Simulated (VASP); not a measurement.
The system is KNbO3.

```
K Nb O
1.0
     4.01297    0.00000    0.00000
     0.00000    4.01297    0.00000
     0.00000    0.00000    4.11029
K Nb O
1 1 3
Direct
  0.50000 0.50000 0.49995
  0.00000 0.00000 0.01492
  0.50000 0.00000 0.97414
  0.00000 0.50000 0.97414
  0.00000 0.00000 0.47165
```

Base run:

| Quantity | Value |
| --- | --- |
| Program | VASP 6.6.1 |
| Functional | PBE |
| Dispersion | D3(BJ) |
| Potentials or basis | VASP PAW PBE potentials, release 64 (K_sv, Nb_sv, O) |
| Cutoff | 600 eV |
| k mesh | 4 × 4 × 4 |
| Occupations | gaussian, width 0.1 eV |
| Spin | no spin polarisation |

Its results: band gap on the k mesh 1.54 eV (least direct gap 2.39 eV); pressure -3.5 GPa; largest force 0.391 eV/Å.

Q: The run is repeated on the same cell with these changes: dispersion from D3(BJ) to D4. What comes out?

A: Band gap on the k mesh 1.54 eV (least direct gap 2.39 eV); pressure -2.7 GPa; largest force 0.407 eV/Å.

Caveats: the cell stands under tension (at least some runs).

A k mesh can miss the band edges.
